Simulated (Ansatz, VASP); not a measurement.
Au in VASP and in Ansatz

```
Au
1.0
     2.90000    0.00000    0.00000
    -1.45000    2.51147    0.00000
     0.00000    0.00000    4.80680
Au
2
Cartesian
  0.0000 1.6743 3.6051
  1.4500 0.8372 1.2017
```

Change from the starting cell: strain +0.000 along x and y, -0.015 along z, atoms carried along.

Alike in both runs: task single point; functional r2SCAN; k mesh 18 × 18 × 10; occupations gaussian, width 0.15 eV; no spin polarisation.

|  | VASP | Ansatz |
| --- | --- | --- |
| version | VASP 6.6.1 | Ansatz 0.2.0 |
| potentials or method | VASP PAW PBE potentials, release 64 (Au), cutoff 520 eV | scalar-relativistic, plane waves, PAW |
| valence electrons in the cell | 22 | 38 |

Ansatz gave:

| Property | Result |
| --- | --- |
| gap on the k mesh at the Fermi level (eV) | none |
| pressure (GPa) | 0.7 |
| traceless stress, the component that is largest in VASP (GPa) | 0.55 |

**Question.** What did VASP give for the same quantities?

**Answer.** gap on the k mesh at the Fermi level (eV): none; pressure (GPa): 1.0; traceless stress, the component that is largest in VASP (GPa): 0.54.

VASP's potentials were made for PBE, not for r2SCAN. A gap of «none» marks a metal or a gap that the smearing closes. With one functional, cell and mesh, what is left measures potentials, basis and numerics. VASP's potentials hold 22 valence electrons a cell and Ansatz's 38, so a difference there can come from the potentials and not from the codes.

Neither program's run includes spin-orbit coupling.
